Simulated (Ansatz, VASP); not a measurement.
## Si: VASP beside Ansatz

```
CELL_PARAMETERS angstrom
3.32555 0.00000 0.00000
-1.66278 2.88001 0.00000
0.00000 0.00000 5.54111
ATOMIC_POSITIONS crystal
Si 0.00000 0.00000 0.80256
Si 0.00000 0.00000 0.19744
Si 0.33333 0.66667 0.61461
Si 0.66667 0.33333 0.38539
```

Alike in both runs: task relaxation of cell and atoms; functional PBE; k mesh 6 × 6 × 4; occupations gaussian, width 0.1 eV; no spin polarisation.

|  | VASP | Ansatz |
| --- | --- | --- |
| version | VASP 6.6.1 | Ansatz 0.2.0 |
| potentials or method | VASP PAW PBE potentials, release 64 (Si), cutoff 600 eV | scalar-relativistic, plane waves, PAW |
| valence electrons in the cell | 16 | 16 |

|  | VASP | Ansatz | Ansatz less VASP |
| --- | --- | --- | --- |
| gap on the k mesh at the Fermi level, each at its own relaxed structure (eV) | none | none | - |
| relaxed volume (Å³/atom) | 18.97 | 18.95 | -0.020 |
| relaxed cell length with the largest relative difference (Å) | 3.737 | 3.735 | -0.0027 |

A gap of «none» marks a metal or a gap that the smearing closes.

The k mesh is coarse, so the values compare programs but aren't converged. Noted on VASP's run: the volume moved by over 15 % at a fixed basis, so the end points are rough.
